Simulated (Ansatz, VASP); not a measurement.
## Two plane-wave programs on Ge

```
Ge
1.0
     0.00000    2.89463    5.05041
     2.64935    0.00000    5.05041
     2.64935    2.89463    0.00000
Ge
4
Direct
  0.77899 0.77899 0.22101
  0.22101 0.22101 0.77899
  0.27348 0.72652 0.27348
  0.72652 0.27348 0.72652
```

Alike in both runs: functional PBE; k mesh 12 × 12 × 12; occupations gaussian, width 0.1 eV; no spin polarisation.

Ansatz relaxed the structure, and its values are those at the end. VASP's run is a single point on that final structure, the one shown.

|  | VASP | Ansatz |
| --- | --- | --- |
| version | VASP 6.6.1 | Ansatz 0.2.0 |
| potentials or method | VASP PAW PBE potentials, release 64 (Ge_d), cutoff 520 eV | scalar-relativistic, plane waves, PAW |
| valence electrons in the cell | 56 | 56 |

VASP gave:

```
gap on the k mesh at the Fermi level (eV) : none
pressure (GPa)                            : -0.1
```

Question: Which values does Ansatz return?

Answer: gap on the k mesh at the Fermi level (eV): none; pressure (GPa): 0.0.

A gap of «none» marks a metal or a gap that the smearing closes. The functional is the same, so the differences come from potentials, cutoffs and numerics.
